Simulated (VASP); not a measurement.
A run of VASP 6.6.1:

File INCAR:

```
SYSTEM = Mn
  PREC = Accurate
  ENCUT = 600
  EDIFF = 1E-6
  ISMEAR = -1
  SIGMA = 0.1
  LREAL = .False.
  LASPH = .True.
  NELM = 60
  ALGO = Normal
  ISIF = 3
  LWAVE = .False.
  LCHARG = .False.
  GGA = RE
  IBRION = 2
  NSW = 80
  EDIFFG = -0.01
```

The input KPOINTS:

```
Automatic mesh
0
Gamma
  13 13 13
  0 0 0
```

POSCAR

```
Mn
1.0
    2.3324620846      0.0000000000      0.0000000000
    0.0000000000      2.3324620846      0.0000000000
    0.0000000000      0.0000000000      2.3324620846
Mn
1
Direct
    0.0000000000      0.0000000000      0.0000000000
```

Potentials or basis: VASP PAW PBE potentials, release 64 (Mn_pv).

Run with:

```bash
$ cat potpaw_PBE.64/Mn_pv/POTCAR > POTCAR
$ mpirun -np 1 vasp_std > vasp.out
```

Hardware: 1 thread of Intel(R) Xeon(R) Platinum 8488C (Sapphire Rapids), on a shared host.

Task: Estimate the wall time of this run.

Result: Wall time 14 s on 1 thread of Intel(R) Xeon(R) Platinum 8488C (Sapphire Rapids), with other jobs on the host, peak memory 0.13 GiB. Counts: scf iterations 26, k points 84, ion steps 3.
